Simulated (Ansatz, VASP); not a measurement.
## Hf2Pd2Se2Br2O3 in VASP and in Ansatz

INCAR

```
PREC = Accurate ; ENCUT = 520
EDIFF = 1E-6 ; ISMEAR = -1
SIGMA = 0.05 ; LREAL = F
LASPH = T ; NELM = 100
ALGO = Normal ; ISIF = 2
LWAVE = F ; LCHARG = F
GGA = B5 ; ALDAX = 1.0
AGGAX = 1.0 ; AGGAC = 1.0
ALDAC = 0.0 ; NBANDS = 53
```

The input KPOINTS:

```
Automatic mesh
0
Gamma
  8 8 2
```

POSCAR

```
Hf2Pd2Se2Br2O3
1.0
    3.7261300000      0.0000000000      0.0000000000
   -1.8630600000      3.2269200000      0.0000000000
    0.0000000000      0.0000000000     17.0086700000
Hf Pd Se Br O
2 2 2 2 3
Direct
    0.6666700000      0.3333300000      0.9338500000
    0.3333300000      0.6666700000      0.0661500000
    0.0000000000      0.0000000000      0.3029800000
    0.0000000000      0.0000000000      0.6970200000
    0.3333300000      0.6666700000      0.2264900000
    0.6666700000      0.3333300000      0.7735100000
    0.6666700000      0.3333300000      0.3986200000
    0.3333300000      0.6666700000      0.6013800000
    0.3333300000      0.6666700000      0.9268900000
    0.6666700000      0.3333300000      0.0731100000
    0.0000000000      0.0000000000      0.0000000000
```

File input.yaml:

```yaml
crystal:
  lattice:
    - [3.72613, 0.0, 0.0]
    - [-1.86306, 3.22692, 0.0]
    - [0.0, 0.0, 17.00867]
  atoms:
    - { symbol: Hf, position: [0.66667, 0.33333, 0.93385] }
    - { symbol: Hf, position: [0.33333, 0.66667, 0.06615] }
    - { symbol: Pd, position: [0.0, 0.0, 0.30298] }
    - { symbol: Pd, position: [0.0, 0.0, 0.69702] }
    - { symbol: Se, position: [0.33333, 0.66667, 0.22649] }
    - { symbol: Se, position: [0.66667, 0.33333, 0.77351] }
    - { symbol: Br, position: [0.66667, 0.33333, 0.39862] }
    - { symbol: Br, position: [0.33333, 0.66667, 0.60138] }
    - { symbol: O, position: [0.33333, 0.66667, 0.92689] }
    - { symbol: O, position: [0.66667, 0.33333, 0.07311] }
    - { symbol: O, position: [0.0, 0.0, 0.0] }
hamiltonian:
  xc: blyp
  pseudopotentials: { kind: paw }
kpoints:
  mp_grid: { grid: [8, 8, 2] }
  band_path:
    path:
      - [[0.0, 0.0, 0.0], [0.5, 0.0, 0.0], [0.3333333333, 0.3333333333, 0.0], [0.0, 0.0, 0.0], [0.0, 0.0, 0.5], [0.5, 0.0, 0.5], [0.3333333333, 0.3333333333, 0.5], [0.0, 0.0, 0.5]]
      - [[0.5, 0.0, 0.5], [0.5, 0.0, 0.0]]
      - [[0.3333333333, 0.3333333333, 0.0], [0.3333333333, 0.3333333333, 0.5]]
    npoints: 10
scf:
  occupations: { method: fermi_dirac, width: 0.05 }
  n_extra_bands: 27
output:
  forces: true
  stress: true
  eigenvalues: true
  fatbands: false
```

Alike in both runs: functional BLYP; k mesh 8 × 8 × 2; occupations fermi-dirac, width 0.05 eV; no spin polarisation.

```csv
,VASP,Ansatz
version,VASP 6.6.1,Ansatz 0.2.0
potentials or method,"VASP PAW PBE potentials, release 64 (Hf_pv, Pd, Se, Br, O)",Ansatz PAW
plane-wave cutoff (eV),520,420
valence electrons in the cell,84,152
task,single point,band structure
```

Ansatz gave:

```
gap on the k mesh at the Fermi level (eV)                     : none
pressure (GPa)                                                : 5.2
traceless stress, the component that is largest in VASP (GPa) : -0.63
rms of the force components (eV/Å)                            : 0.146
```

Question: What did VASP give for the same quantities?

Answer: gap on the k mesh at the Fermi level (eV): none; pressure (GPa): 4.8; traceless stress, the component that is largest in VASP (GPa): -0.44; rms of the force components (eV/Å): 0.144.

VASP's potentials were made for PBE, not for BLYP. Atom by atom the forces differ by 0.036 eV/Å (rms over components). A gap of «none» marks a metal or a gap that the smearing closes. VASP's potentials hold 84 valence electrons a cell and Ansatz's 152, so a difference there can come from the potentials and not from the codes.

Neither program's run includes spin-orbit coupling.
